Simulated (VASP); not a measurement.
# YRu2Rh4 (I4/mmm) in VASP: notebook

Runs on YRu2Rh4. Level: PBE. Tasks: single point.

All numbers are computed with VASP 6.6.1; they aren't measurements. Logs are shortened: lines on timing, memory, paths and dates and some standing lists are left out, and cuts for length are marked.

### Step 1. The cell of the first run

Symmetry: I4/mmm, No. 139, tetragonal system. Conventional cell: a = 6.636 Å, b = 6.636 Å, c = 5.074 Å, α = 90.00°, β = 90.00°, γ = 90.00°. Within 3.7 Å of Y (site symmetry 4/mmm) lie 12 Rh at 2.83 to 3.15 Å and 8 Ru at 3.55 Å. Ru (site symmetry -4m2) has 2 Ru at 2.54 Å and 8 Rh at 2.71 Å within 3.3 Å. Within 3.5 Å of Rh (site symmetry m2m) lie 4 Rh at 2.64 to 2.71 Å and 4 Ru at 2.71 Å and 3 Y at 2.83 to 3.15 Å.

### Step 2. Single point, PBE

INCAR reads:

```
SYSTEM = YRu2Rh4
PREC = Accurate ; ENCUT = 520
EDIFF = 1E-7 ; ISMEAR = 0
SIGMA = 0.2 ; LREAL = .False.
LASPH = .True. ; NELM = 100
ALGO = Normal ; ISIF = 2
LWAVE = .False. ; LCHARG = .True.
GGA = PE ; LELF = .True.
LVHAR = .True. ; NBANDS = 58
```

KPOINTS reads:

```
regular mesh
0
Gamma
  4 4 4
  0 0 0
```

POSCAR reads:

```
YRu2Rh4
1.0
   -3.3179811390      3.3179811390      2.5370030695
    3.3179811390     -3.3179811390      2.5370030695
    3.3179811390      3.3179811390     -2.5370030695
Y Ru Rh
1 2 4
Direct
    0.0000000000      0.0000000000      0.0000000000
    0.7500000000      0.2500000000      0.5000000000
    0.2500000000      0.7500000000      0.5000000000
    0.3012035488      0.3012035488      0.6024070977
    0.6987964512      0.6987964512      0.3975929023
    0.3012035488      0.6987964512      0.0000000000
    0.6987964512      0.3012035488      0.0000000000
```

Potentials or basis: VASP PAW PBE potentials, release 64 (Y_sv, Ru_pv, Rh_pv).

Launch:

```console
cat potpaw_PBE.64/Y_sv/POTCAR potpaw_PBE.64/Ru_pv/POTCAR potpaw_PBE.64/Rh_pv/POTCAR > POTCAR
mpirun -np 1 vasp_std > vasp.out
```

OUTCAR:

```text
SYSTEM = YRu2Rh4
   PREC = Accurate
   ENCUT = 520
   EDIFF = 1E-7
   ISMEAR = 0
   LREAL = .False.
   LASPH = .True.
   NELM = 100
   ISIF = 2
   GGA = PE

 ion  position               nearest neighbor table
   1  0.000  0.000  0.000-   6 2.83   7 2.83   4 2.83   5 2.83   5 3.15   4 3.15   5 3.15   4 3.15
                             6 3.15   7 3.15   6 3.15   7 3.15   2 3.55   2 3.55   3 3.55   3 3.55
   2  0.750  0.250  0.500-   3 2.54   3 2.54   5 2.71   4 2.71   7 2.71   6 2.71   6 2.71   7 2.71
                             5 2.71   4 2.71   1 3.55   1 3.55   1 3.55   1 3.55
   3  0.250  0.750  0.500-   2 2.54   2 2.54   5 2.71   4 2.71   6 2.71   7 2.71   7 2.71   6 2.71
                             5 2.71   4 2.71   1 3.55   1 3.55   1 3.55   1 3.55
   4  0.301  0.301  0.602-   6 2.64   7 2.64   3 2.71   2 2.71   2 2.71   3 2.71   5 2.71   5 2.71
                             1 2.83   1 3.15   1 3.15
   5  0.699  0.699  0.398-   6 2.64   7 2.64   3 2.71   2 2.71   2 2.71   3 2.71   4 2.71   4 2.71
                             1 2.83   1 3.15   1 3.15
   6  0.301  0.699  0.000-   4 2.64   5 2.64   2 2.71   3 2.71   3 2.71   2 2.71   7 2.71   7 2.71
                             1 2.83   1 3.15   1 3.15
   7  0.699  0.301  0.000-   4 2.64   5 2.64   3 2.71   2 2.71   2 2.71   3 2.71   6 2.71   6 2.71
                             1 2.83   1 3.15   1 3.15

  LATTYP: Found a body centered tetragonal cell.
 ALAT       =     6.6359622780
 C/A-ratio  =     0.7646225109

  Lattice vectors:

 A1 = (  -3.3179811390,   3.3179811390,   2.5370030695)
 A2 = (   3.3179811390,  -3.3179811390,   2.5370030695)
 A3 = (   3.3179811390,   3.3179811390,  -2.5370030695)

Analysis of symmetry for initial positions (statically):
=====================================================================
 Subroutine PRICEL returns:
 Original cell was already a primitive cell.

 Routine SETGRP: Setting up the symmetry group for a
 body centered tetragonal supercell.

 Subroutine GETGRP returns: Found 16 space group operations
 (whereof 16 operations were pure point group operations)
 out of a pool of 16 trial point group operations.

The static configuration has the point symmetry D_4h.

Analysis of symmetry for dynamics (positions and initial velocities):
=====================================================================
 Subroutine PRICEL returns:
 Original cell was already a primitive cell.

 Routine SETGRP: Setting up the symmetry group for a
 body centered tetragonal supercell.

 Subroutine GETGRP returns: Found 16 space group operations
 (whereof 16 operations were pure point group operations)
 out of a pool of 16 trial point group operations.

The dynamic configuration has the point symmetry D_4h.

 Subroutine INISYM returns: Found 16 space group operations
 (whereof 16 operations are pure point group operations),
 and found     1 'primitive' translations

----------------------------------------------------------------------------------------

                                     Primitive cell

  volume of cell :     111.7195

  direct lattice vectors                    reciprocal lattice vectors
    -3.317981139  3.317981139  2.537003069     0.000000000  0.150694045  0.197082931
     3.317981139 -3.317981139  2.537003069     0.150694045  0.000000000  0.197082931
     3.317981139  3.317981139 -2.537003069     0.150694045  0.150694045  0.000000000

  length of vectors
     5.334264921  5.334264921  5.334264921     0.248093484  0.248093484  0.213113563

  position of ions in fractional coordinates (direct lattice)
     0.000000000  0.000000000  0.000000000
     0.750000000  0.250000000  0.500000000
     0.250000000  0.750000000  0.500000000
     0.301203549  0.301203549  0.602407098
     0.698796451  0.698796451  0.397592902
     0.301203549  0.698796451  0.000000000
     0.698796451  0.301203549  0.000000000

  ion indices of the primitive-cell ions
   primitive index   ion index
                 1           1
                 2           2
                 3           3
                 4           4
                 5           5
                 6           6
                 7           7

----------------------------------------------------------------------------------------

 KPOINTS: regular mesh

Automatic generation of k-mesh.
 Grid dimensions read from file:
 generate k-points for:    4    4    4

 Generating k-lattice:

  Cartesian coordinates                     Fractional coordinates (reciprocal lattice)
     0.000000000  0.037673511  0.049270733     0.250000000 -0.000000000  0.000000000
     0.037673511  0.000000000  0.049270733    -0.000000000  0.250000000  0.000000000
     0.037673511  0.037673511  0.000000000     0.000000000  0.000000000  0.250000000

  Length of vectors
     0.062023371  0.062023371  0.053278391

  Shift w.r.t. Gamma in fractional coordinates (k-lattice)
     0.000000000  0.000000000  0.000000000

 Subroutine IBZKPT returns following result:
 ===========================================

 Found     13 irreducible k-points:

 Following reciprocal coordinates:
            Coordinates               Weight
  0.000000  0.000000  0.000000      1.000000
  0.250000  0.000000 -0.000000      8.000000
  0.500000  0.000000 -0.000000      4.000000
  0.250000  0.250000 -0.000000      8.000000
  0.500000  0.250000 -0.000000     16.000000
 -0.250000  0.250000  0.000000      4.000000
  0.500000  0.500000 -0.000000      2.000000
  0.250000  0.250000  0.250000      2.000000
 -0.250000  0.250000  0.250000      4.000000
  0.500000  0.500000  0.250000      4.000000
 -0.250000  0.500000  0.250000      8.000000
 -0.250000 -0.250000  0.250000      2.000000
  0.500000  0.500000  0.500000      1.000000
   k-points           NKPTS =     13   k-points in BZ     NKDIM =     13   number of bands    NBANDS=     58
   number of dos      NEDOS =    301   number of ions     NIONS =      7
   total plane-waves  NPLWV =  64000
   dimension x,y,z NGX =    40 NGY =   40 NGZ =   40
   dimension x,y,z NGXF=    80 NGYF=   80 NGZF=   80
   ions per type =               1   2   4
   NGX,Y,Z   is equivalent  to a cutoff of  12.47, 12.47, 12.47 a.u.
   NGXF,Y,Z  is equivalent  to a cutoff of  24.93, 24.93, 24.93 a.u.
 SYSTEM =  YRu2Rh4
   PREC   = accura    normal or accurate (medium, high low for compatibility)
   ISTART =      0    job   : 0-new  1-cont  2-samecut
   ICHARG =      2    charge: 1-file 2-atom 10-const
   ISPIN  =      1    spin polarized calculation?
   LNONCOLLINEAR =      F non collinear calculations
   LSORBIT =      F    spin-orbit coupling
   LASPH  =      T    aspherical Exc in radial PAW
   ENCUT  =  520.0 eV  38.22 Ry    6.18 a.u.   9.92  9.92  9.92*2*pi/ulx,y,z
   NELM   =    100;   NELMIN=  2; NELMDL= -5     # of ELM steps
   EDIFF  = 0.1E-06   stopping-criterion for ELM
   LREAL  =      F    real-space projection
   EDIFFG = 0.1E-05   stopping-criterion for IOM
   NSW    =      0    number of steps for IOM
   IBRION =     -1    ionic relax: 0-MD 1-quasi-New 2-CG
   NFREE  =      0    steps in history (QN), initial steepest desc. (CG)
   ISIF   =      2    stress and relaxation
   ISYM   =      2    0-nonsym 1-usesym 2-fastsym
   POTIM  = 0.5000    time-step for ionic-motion
   TEBEG  =    0.0;   TEEND  =   0.0 temperature during run
   PSTRESS=    0.0 pullay stress
   NELECT =      99.0000    total number of electrons
   NUPDOWN=      -1.0000    fix difference up-down
   EMIN   =  10.00;   EMAX   =-10.00  energy-range for DOS
   EFERMI =   0.00;   METHOD = LEGACY
   ISMEAR =     0;   SIGMA  =   0.20  broadening in eV -4-tet -1-fermi 0-gaus
   EFERMI_NEDOS =   21; number of points for ismear=-14 and -15
   IALGO  =     38    algorithm
   IMIX   =      4    mixing-type and parameters
     AMIX     =   0.40;   BMIX     =  1.00
     AMIX_MAG =   1.60;   BMIX_MAG =  1.00
  volume/ion in A,a.u.               =      15.96       107.70
  Fermi-wavevector in a.u.,A,eV,Ry     =   1.572450  2.971500 33.641770  2.472600
  Thomas-Fermi vector in A             =   2.673883
   LORBIT       =      0    0 simple, 1 ext, 2 COOP (PROOUT), +10 PAW based schemes
   GGA     = PE    functional components
   LHFCALC =     F    Hartree Fock is set to
   AEXX    =    0.0000 exact exchange contribution
   IVDW    =     0    specifies the selected vdW correction
   LEPSILON=     F    determine dielectric tensor
   LRPA    =     F    only Hartree local field effects (RPA)
 non-spin polarized calculation
 Gauss-broadening in eV      SIGMA  =   0.20
  energy-cutoff  :      520.00
  volume of cell :      111.72
 maximum number of plane-waves:      3058
   NGX = 19   NGY = 19   NGZ = 19

 number of electron      98.9999978 magnetization

 Free energy of the ion-electron system (eV)
  ---------------------------------------------------
  ext. energy  EPLUGINS =         0.00000000
  ---------------------------------------------------
  free energy    TOTEN  =       -55.39774621 eV

  energy without entropy =      -55.20280527  energy(sigma->0) =      -55.30027574

 E-fermi :   9.6086     XC(G=0): -12.9763

 val. band max:        9.5471501837   @ k =   0.5000   0.5000  -0.0000
 cond. band min:       9.6359209258   @ k =  -0.2500   0.5000   0.2500
 fundamental gap:      0.0887707421
 Fermi energy:         9.6085808096

 k-point     1 :       0.0000    0.0000    0.0000
  band No.  band energies     occupation
      1     -36.9545      2.00000
      2     -36.8978      2.00000
      3     -36.8978      2.00000
      4     -36.8500      2.00000
      5     -36.8500      2.00000
      6     -36.7086      2.00000
[... 50 lines left out ...]
     57      11.3639      0.00000
     58      11.6827      0.00000

 k-point     2 :       0.2500    0.0000   -0.0000
  band No.  band energies     occupation
      1     -36.9610      2.00000
      2     -36.8854      2.00000
      3     -36.8854      2.00000
      4     -36.8134      2.00000
      5     -36.8058      2.00000
      6     -36.7200      2.00000
[... 50 lines left out ...]
     57      12.2850      0.00000
     58      12.6759      0.00000

 k-point     3 :       0.5000    0.0000   -0.0000
  band No.  band energies     occupation
      1     -36.9651      2.00000
      2     -36.8740      2.00000
      3     -36.8689      2.00000
      4     -36.7617      2.00000
      5     -36.7347      2.00000
      6     -36.7121      2.00000
[... 545 lines left out ...]
      3     -36.8749      2.00000
      4     -36.7772      2.00000
      5     -36.7145      2.00000
      6     -36.7145      2.00000
[... 50 lines left out ...]
     57      11.7675      0.00000
     58      12.9407      0.00000

 k-point    13 :       0.5000    0.5000    0.5000
  band No.  band energies     occupation
      1     -36.9719      2.00000
      2     -36.8676      2.00000
      3     -36.8470      2.00000
      4     -36.8470      2.00000
      5     -36.8181      2.00000
      6     -36.7121      2.00000
[... 50 lines left out ...]
     57      12.9345      0.00000
     58      13.6098      0.00000

------------------------ aborting loop because EDIFF is reached ----------------------------------------

  FORCE on cell =-STRESS in cart. coord.  units (eV):
  Direction    XX          YY          ZZ          XY          YZ          ZX
  --------------------------------------------------------------------------------------
  -------------------------------------------------------------------------------------
  Total        0.1487741      0.1487741      0.1093174      0.0000000      0.0000000      0.0000000
  in kB        2.1335811      2.1335811      1.5677286      0.0000000      0.0000000      0.0000000
  external PRESSURE =       1.9449636 kB  Pullay stress =       0.0000000 kB

 VOLUME and BASIS-vectors are now :
 -----------------------------------------------------------------------------
  energy-cutoff  :      520.00
  volume of cell :      111.72
      direct lattice vectors                 reciprocal lattice vectors
    -3.317981139  3.317981139  2.537003069     0.000000000  0.150694045  0.197082931
     3.317981139 -3.317981139  2.537003069     0.150694045  0.000000000  0.197082931
     3.317981139  3.317981139 -2.537003069     0.150694045  0.150694045  0.000000000

 POSITION                                       TOTAL-FORCE (eV/Angst)
 -----------------------------------------------------------------------------------
      0.00000      0.00000      0.00000         0.000000     -0.000000     -0.000000
      0.00000      3.31798      1.26850         0.000000     -0.000000     -0.000000
      3.31798      0.00000      1.26850         0.000000     -0.000000     -0.000000
      1.99878      1.99878     -0.00000         0.065409      0.065409     -0.000000
      1.31921      1.31921      2.53700        -0.065409     -0.065409      0.000000
      1.31921     -1.31921      2.53700        -0.065409      0.065409     -0.000000
     -1.31921      1.31921      2.53700         0.065409     -0.065409      0.000000
 -----------------------------------------------------------------------------------
    total drift:                                0.000000     -0.000000      0.000000

  FREE ENERGIE OF THE ION-ELECTRON SYSTEM (eV)
  ---------------------------------------------------
  free  energy   TOTEN  =       -55.3977462059 eV

  energy  without entropy=      -55.2028052736  energy(sigma->0) =      -55.30027574
```

Wall time 2.4 min (1 thread of Oxide Virtual Turin-like, shared host); peak memory 0.26 GiB.

What came out:

```
Free energy   : -55.3977 eV
Pressure      : 0.2 GPa
Largest force : 0.093 eV/Å
```

Forces in eV/Å, atoms in the order of the input:
```
Y    0.000  0.000  0.000
Ru   0.000  0.000  0.000
Ru   0.000  0.000  0.000
Rh   0.065  0.065  0.000
Rh  -0.065 -0.065  0.000
Rh  -0.065  0.065  0.000
Rh   0.065 -0.065  0.000
```

Levels at points of the mesh, in eV from the Fermi level:
| k point | band 45 | band 46 | band 47 | band 48 | band 49 | band 50 | band 51 | band 52 | band 53 | band 54 |
| --- | --- | --- | --- | --- | --- | --- | --- | --- | --- | --- |
| (0.00, 0.00, 0.00) | -0.77 | -0.44 | -0.27 | 0.36 | 0.36 | 0.44 | 0.44 | 1.07 | 1.45 | 1.45 |
| (0.50, 0.00, 0.00) | -1.15 | -0.90 | -0.62 | -0.34 | -0.29 | -0.23 | -0.10 | -0.10 | 0.20 | 0.63 |
| (0.50, 0.50, 0.00) | -1.33 | -1.20 | -0.83 | -0.23 | -0.06 | 0.09 | 0.13 | 0.23 | 1.17 | 1.58 |
| (0.50, 0.50, 0.50) | -1.43 | -1.43 | -0.41 | -0.38 | 0.04 | 0.28 | 0.31 | 0.31 | 0.74 | 0.74 |

Caveat: the k points lie up to 0.39 Å⁻¹ apart.

### Step 3. Single point, PBE

This run uses another cell than the first one, of the same volume but with other edges.

INCAR reads:

```
ALGO = Fast ; EDIFF = 1E-6
ENCUT = 520 ; GGA = PE
ISIF = 2 ; ISMEAR = 0
LASPH = T ; LCHARG = T
LELF = T ; LREAL = F
LVHAR = T ; LWAVE = F
NBANDS = 58 ; NELM = 100
PREC = Accurate ; SIGMA = 0.2
```

KPOINTS reads:

```
k-points
0
Gamma
  6 6 6
```

POSCAR reads:

```
YRu2Rh4
1.0
    0.0000000000      0.0000000000      5.0946915012
   -3.3123048983      3.3123048983      2.5473457506
   -3.3123048983     -3.3123048983      2.5473457506
Y Ru Rh
1 2 4
Direct
    0.0000000000      0.0000000000      0.0000000000
    0.2500000000      0.5000000000      0.5000000000
    0.7500000000      0.5000000000      0.5000000000
    0.3010696656      0.0000000000      0.3978606689
    0.6989303344      0.0000000000      0.6021393311
    0.6989303344      0.6021393311      0.0000000000
    0.3010696656      0.3978606689      1.0000000000
```

Potentials or basis: VASP PAW PBE potentials, release 64 (Y_sv, Ru_pv, Rh_pv).

Launch:

```console
cat potpaw_PBE.64/Y_sv/POTCAR potpaw_PBE.64/Ru_pv/POTCAR potpaw_PBE.64/Rh_pv/POTCAR > POTCAR
mpirun -np 1 vasp_std > vasp.out
```

Run time: 7.5 min. Hardware: 1 thread of Oxide Virtual Turin-like, shared host; peak memory 0.33 GiB.

The run converged. Its results:

| Item | Value |
| --- | --- |
| Free energy | -55.3584 eV |
| Pressure | 0.1 GPa |
| Largest force | 0.012 eV/Å |

Forces in eV/Å, atoms in the order of the input:
```
Y    0.000  0.000  0.000
Ru   0.000  0.000  0.000
Ru   0.000  0.000  0.000
Rh   0.008  0.008  0.000
Rh  -0.008 -0.008  0.000
Rh  -0.008  0.008  0.000
Rh   0.008 -0.008  0.000
```

Stress tensor (GPa, compression positive):
```
-0.05  0.00  0.00
 0.00 -0.05  0.00
 0.00  0.00  0.40
```

Levels at points of the mesh, in eV from the Fermi level:
```
           k point  band 45  band 46  band 47  band 48  band 49  band 50  band 51  band 52  band 53  band 54
(0.00, 0.00, 0.00)    -0.77    -0.44    -0.27     0.36     0.36     0.42     0.42     1.06     1.46     1.46
(0.50, 0.00, 0.00)    -1.15    -0.90    -0.62    -0.35    -0.28    -0.25    -0.11    -0.10     0.17     0.63
(0.00, 0.50, 0.00)    -1.32    -1.21    -0.82    -0.23    -0.07     0.09     0.12     0.19     1.15     1.58
(0.00, 0.50, 0.50)    -1.43    -1.43    -0.43    -0.38     0.04     0.26     0.27     0.27     0.75     0.75
```
